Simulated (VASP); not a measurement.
A run of VASP 6.6.1 is set up as follows.

Contents of INCAR:

```
SYSTEM = Ca
PREC = Accurate
ENCUT = 500
EDIFF = 1E-7
ISMEAR = -1
SIGMA = 0.05
LREAL = .FALSE.
LASPH = .TRUE.
NELM = 120
ALGO = Normal
ISIF = 3
LWAVE = .FALSE.
LCHARG = .FALSE.
GGA = PE
IBRION = 2
NSW = 80
EDIFFG = -0.03
PSTRESS = 200.0
GGA_COMPAT = .FALSE.
NELMIN = 4
```

Contents of KPOINTS:

```
Automatic mesh
0
G
  7 7 7
  0 0 0
```

File POSCAR:

```
Ca
1.0
    0.0000000000      2.7950000000      2.7950000000
    2.7950000000      0.0000000000      2.7950000000
    2.7950000000      2.7950000000      0.0000000000
Ca
1
Direct
    0.0000000000      0.0000000000      0.0000000000
```

Potentials or basis: VASP PAW PBE potentials, release 64 (Ca_sv).

Launch:

```sh
$ cat potpaw_PBE.64/Ca_sv/POTCAR > POTCAR
$ mpirun -np 1 vasp_std > vasp.out
```

Estimate the relaxed cell.

a = 3.289 Å, b = 3.289 Å, c = 3.289 Å, α = 60.00°, β = 60.00°, γ = 60.00°.

Estimate the relaxed volume.

25.17 Å³/atom.

Estimate the band gap on the k mesh.

0.31 eV (least direct gap 0.47 eV).

The path:
```tsv
step	energy change (eV)	largest force (eV/Å)	pressure (GPa)	volume (Å³)
1	0.0000	0.0000	-0.53	43.67
2	2.5450	0.0000	56.62	16.99
3	0.6964	0.0000	19.08	25.52
4	0.7392	0.0000	20.04	25.17
```

Caveat: the cell is relaxed towards a set pressure, so the run minimises the enthalpy, not the energy; the volume moved by over 15 % at a fixed basis, so the end points are rough; semilocal functionals underestimate gaps, and a narrow one can read as zero; an odd mesh through Γ misses points on the zone boundary, where band edges can lie.
